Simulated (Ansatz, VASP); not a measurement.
**One calculation of Cu3N, two programs**

```
Cu N
1.0
     3.74905    0.00000    0.00000
     0.00000    3.74905    0.00000
     0.00000    0.00000    3.74905
Cu N
3 1
Direct
  0.50000 0.00000 0.00000
  0.00000 0.50000 0.00000
  0.00000 0.00000 0.50000
  0.00000 0.00000 0.00000
```

Alike in both runs: task single point; functional r2SCAN; dispersion D4; k mesh 8 × 8 × 8; occupations gaussian, width 0.05 eV; no spin polarisation.

|  | VASP | Ansatz |
| --- | --- | --- |
| version | VASP 6.6.1 | Ansatz 0.2.0 |
| potentials or method | VASP PAW PBE potentials, release 64 (Cu, N), cutoff 660 eV | scalar-relativistic, plane waves, PAW |
| valence electrons in the cell | 38 | 62 |

|  | VASP | Ansatz | Ansatz less VASP |
| --- | --- | --- | --- |
| gap on the k mesh at the Fermi level (eV) | 0.14 | 0.12 | -0.019 |
| least direct gap on the mesh (eV) | 0.74 | 0.71 | -0.022 |
| pressure (GPa) | 3.6 | 2.8 | -0.82 |

VASP's potentials were made for PBE, not for r2SCAN. VASP's potentials hold 38 valence electrons a cell and Ansatz's 62, so a difference there can come from the potentials and not from the codes.
